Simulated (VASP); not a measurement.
# Cd2S (Fd-3m) in VASP: relaxation of cell and atoms with PBE

Aim: the relaxation of cell and atoms of Cd2S with PBE.

All numbers are computed with VASP 6.6.1; they aren't measurements. Logs are shortened: lines on timing, memory, paths and dates and some standing lists are left out, and cuts for length are marked.

### Step 1. The cell of the first run

It takes space group Fd-3m (No. 227, cubic). The conventional cell has a = 8.255 Å, b = 8.255 Å, c = 8.255 Å, α = 90.00°, β = 90.00°, γ = 90.00°. Within 3.8 Å of Cd (site symmetry -3m) lie 6 Cd at 2.92 Å and 6 S at 3.42 Å. S (site symmetry -43m) has 12 Cd at 3.42 Å and 4 S at 3.57 Å within 4.5 Å.

The cell was generated, and may not be a known phase.

### Step 2. Relaxation of cell and atoms, PBE

Input file INCAR:

```
SYSTEM = Cd2S
  PREC = Accurate
  ENCUT = 600
  EDIFF = 1E-6
  ISMEAR = 0
  SIGMA = 0.02
  LREAL = .FALSE.
  LASPH = .TRUE.
  NELM = 60
  ALGO = Normal
  ISIF = 3
  LWAVE = .FALSE.
  LCHARG = .FALSE.
  GGA = PE
  IBRION = 2
  NSW = 100
  EDIFFG = -0.01
```

Input file KPOINTS:

```
regular mesh
0
G
  8 8 8
  0 0 0
```

Input file POSCAR:

```
Cd2S
1.0
    0.0000000000      4.1273428700      4.1273428700
    4.1273428700      0.0000000000      4.1273428700
    4.1273428700      4.1273428700      0.0000000000
Cd S
4 2
Direct
    0.1250000000      0.6250000000      0.1250000000
    0.1250000000      0.1250000000      0.6250000000
    0.6250000000      0.1250000000      0.1250000000
    0.1250000000      0.1250000000      0.1250000000
    0.7500000000      0.7500000000      0.7500000000
    0.5000000000      0.5000000000      0.5000000000
```

Potentials or basis: VASP PAW PBE potentials, release 64 (Cd, S).

Launch:

```bash
$ cat potpaw_PBE.64/Cd/POTCAR potpaw_PBE.64/S/POTCAR > POTCAR
$ mpirun -np 1 vasp_std > vasp.out
```

OUTCAR:

```text
SYSTEM = Cd2S
   PREC = Accurate
   ENCUT = 600
   EDIFF = 1E-6
   ISMEAR = 0
   LREAL = .FALSE.
   LASPH = .TRUE.
   NELM = 60
   ISIF = 3
   GGA = PE
   IBRION = 2
   NSW = 100
   EDIFFG = -0.01

 ion  position               nearest neighbor table
   1  0.125  0.625  0.125-   4 2.92   2 2.92   2 2.92   3 2.92   4 2.92   3 2.92
   2  0.125  0.125  0.625-   4 2.92   1 2.92   3 2.92   4 2.92   1 2.92   3 2.92
   3  0.625  0.125  0.125-   4 2.92   2 2.92   1 2.92   1 2.92   2 2.92   4 2.92
   4  0.125  0.125  0.125-   1 2.92   2 2.92   3 2.92   2 2.92   1 2.92   3 2.92
   5  0.750  0.750  0.750-
   6  0.500  0.500  0.500-

  LATTYP: Found a face centered cubic cell.
 ALAT       =     8.2546857400

  Lattice vectors:

 A1 = (   0.0000000000,   4.1273428700,   4.1273428700)
 A2 = (   4.1273428700,   0.0000000000,   4.1273428700)
 A3 = (   4.1273428700,   4.1273428700,   0.0000000000)

Analysis of symmetry for initial positions (statically):
=====================================================================
 Subroutine PRICEL returns:
 Original cell was already a primitive cell.

 Routine SETGRP: Setting up the symmetry group for a
 face centered cubic supercell.

 Subroutine GETGRP returns: Found 48 space group operations
 (whereof 24 operations were pure point group operations)
 out of a pool of 48 trial point group operations.

The static configuration has the point symmetry T_d .
 The point group associated with its full space group is O_h .

Analysis of symmetry for dynamics (positions and initial velocities):
=====================================================================
 Subroutine PRICEL returns:
 Original cell was already a primitive cell.

 Routine SETGRP: Setting up the symmetry group for a
 face centered cubic supercell.

 Subroutine GETGRP returns: Found 48 space group operations
 (whereof 24 operations were pure point group operations)
 out of a pool of 48 trial point group operations.

The dynamic configuration has the point symmetry T_d .
 The point group associated with its full space group is O_h .

 Subroutine INISYM returns: Found 48 space group operations
 (whereof 24 operations are pure point group operations),
 and found     1 'primitive' translations

----------------------------------------------------------------------------------------

                                     Primitive cell

  volume of cell :     140.6182

  direct lattice vectors                    reciprocal lattice vectors
     0.000000000  4.127342870  4.127342870    -0.121143316  0.121143316  0.121143316
     4.127342870  0.000000000  4.127342870     0.121143316 -0.121143316  0.121143316
     4.127342870  4.127342870  0.000000000     0.121143316  0.121143316 -0.121143316

  length of vectors
     5.836944263  5.836944263  5.836944263     0.209826378  0.209826378  0.209826378

  position of ions in fractional coordinates (direct lattice)
     0.125000000  0.625000000  0.125000000
     0.125000000  0.125000000  0.625000000
     0.625000000  0.125000000  0.125000000
     0.125000000  0.125000000  0.125000000
     0.750000000  0.750000000  0.750000000
     0.500000000  0.500000000  0.500000000

  ion indices of the primitive-cell ions
   primitive index   ion index
                 1           1
                 2           2
                 3           3
                 4           4
                 5           5
                 6           6

----------------------------------------------------------------------------------------

 KPOINTS: regular mesh

Automatic generation of k-mesh.
 Grid dimensions read from file:
 generate k-points for:    8    8    8

 Generating k-lattice:

  Cartesian coordinates                     Fractional coordinates (reciprocal lattice)
    -0.015142914  0.015142914  0.015142914     0.125000000  0.000000000  0.000000000
     0.015142914 -0.015142914  0.015142914     0.000000000  0.125000000  0.000000000
     0.015142914  0.015142914 -0.015142914     0.000000000  0.000000000  0.125000000

  Length of vectors
     0.026228297  0.026228297  0.026228297

  Shift w.r.t. Gamma in fractional coordinates (k-lattice)
     0.000000000  0.000000000  0.000000000

 Subroutine IBZKPT returns following result:
 ===========================================

 Found     29 irreducible k-points:

 Following reciprocal coordinates:
            Coordinates               Weight
  0.000000  0.000000  0.000000      1.000000
  0.125000  0.000000  0.000000      8.000000
  0.250000  0.000000  0.000000      8.000000
  0.375000  0.000000  0.000000      8.000000
  0.500000  0.000000  0.000000      4.000000
  0.125000  0.125000  0.000000      6.000000
[... 16 lines left out ...]
  0.500000  0.250000  0.125000     48.000000
 -0.375000  0.250000  0.125000     24.000000
 [... further k-points ...]
   k-points           NKPTS =     29   k-points in BZ     NKDIM =     29   number of bands    NBANDS=     36
   number of dos      NEDOS =    301   number of ions     NIONS =      6
   total plane-waves  NPLWV = 110592
   dimension x,y,z NGX =    48 NGY =   48 NGZ =   48
   dimension x,y,z NGXF=    96 NGYF=   96 NGZF=   96
   ions per type =               4   2
   NGX,Y,Z   is equivalent  to a cutoff of  13.67, 13.67, 13.67 a.u.
   NGXF,Y,Z  is equivalent  to a cutoff of  27.34, 27.34, 27.34 a.u.
 SYSTEM =  Cd2S
   PREC   = accura    normal or accurate (medium, high low for compatibility)
   ISTART =      0    job   : 0-new  1-cont  2-samecut
   ICHARG =      2    charge: 1-file 2-atom 10-const
   ISPIN  =      1    spin polarized calculation?
   LNONCOLLINEAR =      F non collinear calculations
   LSORBIT =      F    spin-orbit coupling
   LASPH  =      T    aspherical Exc in radial PAW
   ENCUT  =  600.0 eV  44.10 Ry    6.64 a.u.  11.66 11.66 11.66*2*pi/ulx,y,z
   NELM   =     60;   NELMIN=  2; NELMDL= -5     # of ELM steps
   EDIFF  = 0.1E-05   stopping-criterion for ELM
   LREAL  =      F    real-space projection
   EDIFFG = -.1E-01   stopping-criterion for IOM
   NSW    =    100    number of steps for IOM
   IBRION =      2    ionic relax: 0-MD 1-quasi-New 2-CG
   NFREE  =      1    steps in history (QN), initial steepest desc. (CG)
   ISIF   =      3    stress and relaxation
   ISYM   =      2    0-nonsym 1-usesym 2-fastsym
   POTIM  = 0.5000    time-step for ionic-motion
   TEBEG  =    0.0;   TEEND  =   0.0 temperature during run
   PSTRESS=    0.0 pullay stress
   NELECT =      60.0000    total number of electrons
   NUPDOWN=      -1.0000    fix difference up-down
   EMIN   =  10.00;   EMAX   =-10.00  energy-range for DOS
   EFERMI =   0.00;   METHOD = LEGACY
   ISMEAR =     0;   SIGMA  =   0.02  broadening in eV -4-tet -1-fermi 0-gaus
   EFERMI_NEDOS =   21; number of points for ismear=-14 and -15
   IALGO  =     38    algorithm
   IMIX   =      4    mixing-type and parameters
     AMIX     =   0.40;   BMIX     =  1.00
     AMIX_MAG =   1.60;   BMIX_MAG =  1.00
  volume/ion in A,a.u.               =      23.44       158.16
  Fermi-wavevector in a.u.,A,eV,Ry     =   1.232475  2.329040 20.667169  1.518994
  Thomas-Fermi vector in A             =   2.367243
   LORBIT       =      0    0 simple, 1 ext, 2 COOP (PROOUT), +10 PAW based schemes
   GGA     = PE    functional components
   LHFCALC =     F    Hartree Fock is set to
   AEXX    =    0.0000 exact exchange contribution
   IVDW    =     0    specifies the selected vdW correction
   LEPSILON=     F    determine dielectric tensor
   LRPA    =     F    only Hartree local field effects (RPA)
 conjugate gradient relaxation of ions
 non-spin polarized calculation
 Gauss-broadening in eV      SIGMA  =   0.02
  energy-cutoff  :      600.00
  volume of cell :      140.62
 maximum number of plane-waves:      4723
   NGX = 23   NGY = 23   NGZ = 23

--------------------------------------- Ionic step        1  -------------------------------------------

 number of electron      59.9999996 magnetization

 Free energy of the ion-electron system (eV)
  ---------------------------------------------------
  ext. energy  EPLUGINS =         0.00000000
  ---------------------------------------------------
  free energy    TOTEN  =        -9.61427866 eV

  energy without entropy =       -9.61427866  energy(sigma->0) =       -9.61427866

------------------------ aborting loop because EDIFF is reached ----------------------------------------

  FORCE on cell =-STRESS in cart. coord.  units (eV):
  Direction    XX          YY          ZZ          XY          YZ          ZX
  --------------------------------------------------------------------------------------
  -------------------------------------------------------------------------------------
  Total       -2.7671869     -2.7671869     -2.7671869     -0.0000000      0.0000000      0.0000000
  in kB      -31.5287990    -31.5287990    -31.5287990     -0.0000000      0.0000000      0.0000000
  external PRESSURE =     -31.5287990 kB  Pullay stress =       0.0000000 kB
[... 65 lines left out ...]
  energy  without entropy=       -9.7049027155  energy(sigma->0) =       -9.70490272

--------------------------------------- Ionic step        3  -------------------------------------------

 number of electron      60.0000006 magnetization

 Free energy of the ion-electron system (eV)
  ---------------------------------------------------
  ext. energy  EPLUGINS =         0.00000000
  ---------------------------------------------------
  free energy    TOTEN  =        -9.70530520 eV

  energy without entropy =       -9.70530520  energy(sigma->0) =       -9.70530520

 E-fermi :   2.9844     XC(G=0): -10.4196

 val. band max:        2.8505099399   @ k =  -0.3750   0.3750   0.0000
 cond. band min:       3.1905905728   @ k =  -0.2500   0.1250   0.0000
 fundamental gap:      0.3400806329
 Fermi energy:         2.9843604352

 k-point     1 :       0.0000    0.0000    0.0000
  band No.  band energies     occupation
      1      -9.2935      2.00000
      2      -7.9480      2.00000
      3      -7.9187      2.00000
      4      -7.1846      2.00000
      5      -7.1846      2.00000
      6      -7.1846      2.00000
[... 925 lines left out ...]
     35       6.4059      0.00000
     36       7.8482      0.00000

 [... further k-points ...]

------------------------ aborting loop because EDIFF is reached ----------------------------------------

  FORCE on cell =-STRESS in cart. coord.  units (eV):
  Direction    XX          YY          ZZ          XY          YZ          ZX
  --------------------------------------------------------------------------------------
  -------------------------------------------------------------------------------------
  Total       -0.0081366     -0.0081366     -0.0081366      0.0000000      0.0000000      0.0000000
  in kB       -0.0987805     -0.0987805     -0.0987805      0.0000000      0.0000000      0.0000000
  external PRESSURE =      -0.0987805 kB  Pullay stress =       0.0000000 kB
[... 21 lines left out ...]
  FREE ENERGIE OF THE ION-ELECTRON SYSTEM (eV)
  ---------------------------------------------------
  free  energy   TOTEN  =        -9.7053052023 eV

  energy  without entropy=       -9.7053052023  energy(sigma->0) =       -9.70530520

 reached required accuracy - stopping structural energy minimisation
```

It took 6.4 min on 1 thread of Oxide Virtual Turin-like, shared host; peak memory 0.39 GiB.

Results:

- Free energy: -9.7053 eV
- Relaxed volume: 22.00 Å³/atom
- Relaxed cell: a = 5.715 Å, b = 5.715 Å, c = 5.715 Å, α = 60.00°, β = 60.00°, γ = 60.00°
- Space group after relaxing (to 0.1 Å): Fd-3m (No. 227)
- Energy gained by relaxing: 15.2 meV/atom
- Ionic steps: 3
- Pressure after relaxing: 0.0 GPa
- Band gap on the k mesh: 0.34 eV (least direct gap 0.59 eV)

The path:
```csv
step,energy change (eV),largest force (eV/Å),pressure (GPa),volume (Å³)
1,0.0000,0.0000,-3.15,140.62
2,-0.0906,0.0000,0.24,131.44
3,-0.0910,0.0000,-0.01,131.97
```

Final structure:
```yaml
crystal:
  lattice:
    - [0.00000, 4.04095, 4.04095]
    - [4.04095, 0.00000, 4.04095]
    - [4.04095, 4.04095, 0.00000]
  atoms:
    - { symbol: Cd, position: [0.12500, 0.62500, 0.12500] }
    - { symbol: Cd, position: [0.12500, 0.12500, 0.62500] }
    - { symbol: Cd, position: [0.62500, 0.12500, 0.12500] }
    - { symbol: Cd, position: [0.12500, 0.12500, 0.12500] }
    - { symbol: S, position: [0.75000, 0.75000, 0.75000] }
    - { symbol: S, position: [0.50000, 0.50000, 0.50000] }
```

Caveat: semilocal functionals underestimate gaps, and a narrow one can read as zero. A k mesh can miss the band edges.
